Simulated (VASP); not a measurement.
Here is a VASP 6.6.1 calculation.

The input INCAR:

```
  PREC = Accurate
  ENCUT = 520
  EDIFF = 1E-6
  ISMEAR = 0
  SIGMA = 0.15
  LREAL = F
  LASPH = T
  NELM = 80
  ALGO = Normal
  ISIF = 2
  LWAVE = F
  LCHARG = F
  GGA = PS
  NBANDS = 23
```

The input KPOINTS:

```
regular mesh
0
Gamma
  18 18 10
```

File POSCAR:

```
HfN
1.0
    3.2215385255      0.0000000000      0.0000000000
   -1.6107692628      2.7899342023      0.0000000000
    0.0000000000      0.0000000000      5.4717999706
Hf N
2 2
Direct
    0.6666666667      0.3333333333      0.7500000000
    0.3333333333      0.6666666667      0.2500000000
    0.0000000000      0.0000000000      0.0000000000
    0.0000000000      0.0000000000      0.5000000000
```

Potentials or basis: VASP PAW PBE potentials, release 64 (Hf_pv, N).

Launch:

```console
$ cat potpaw_PBE.64/Hf_pv/POTCAR potpaw_PBE.64/N/POTCAR > POTCAR
$ mpirun -np 1 vasp_std > vasp.out
```

Problem. Estimate the pressure.

Solution. -19.6 GPa.

Problem. Estimate the band gap on the k mesh.

Solution. Zero (bands 15 and 16 overlap by 2.18 eV).

Stress tensor (GPa, compression positive):
```
-21.59   0.00   0.00
  0.00 -21.59   0.00
  0.00   0.00 -15.60
```

Caveat: the cell differs from its parent crystal (strain +0.030 along x and y, +0.015 along z); the cell stands under tension; the PAW data sets were made with another functional, which shifts forces and pressure a little; spin-orbit coupling is left out, which moves the levels of the heavy elements.
